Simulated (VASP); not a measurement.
A run of VASP 6.6.1 is set up as follows.

File INCAR:

```
SYSTEM = Sn
PREC = Accurate
ENCUT = 520
EDIFF = 1E-6
ISMEAR = 0
SIGMA = 0.1
LREAL = .False.
LASPH = .True.
NELM = 80
ALGO = Normal
ISIF = 2
LWAVE = .False.
LCHARG = .False.
GGA = PS
NBANDS = 21
```

Contents of KPOINTS:

```
Automatic mesh
0
Gamma
  7 7 7
  0 0 0
```

Contents of POSCAR:

```
Sn
1.0
    0.0000000000      3.2863578423      3.2863578423
    3.2863578423      0.0000000000      3.2863578423
    3.2863578423      3.2863578423      0.0000000000
Sn
2
Direct
    0.0000000000      0.0000000000      0.0000000000
    0.2500000000      0.2500000000      0.2500000000
```

Potentials or basis: VASP PAW PBE potentials, release 64 (Sn_d).

Launch:

```bash
$ cat potpaw_PBE.64/Sn_d/POTCAR > POTCAR
$ mpirun -np 1 vasp_std > vasp.out
```

(1) What does it give for the band gap on the k mesh?

(2) What does it give for the pressure?

## Answers

(1) zero (band 14 reaches 5.18 eV, above the bottom of band 15 at 4.99 eV).

(2) -0.6 GPa.

Caveat: the PAW data sets were made with another functional, which shifts forces and pressure a little; spin-orbit coupling is left out, which moves the levels of the heavy elements.
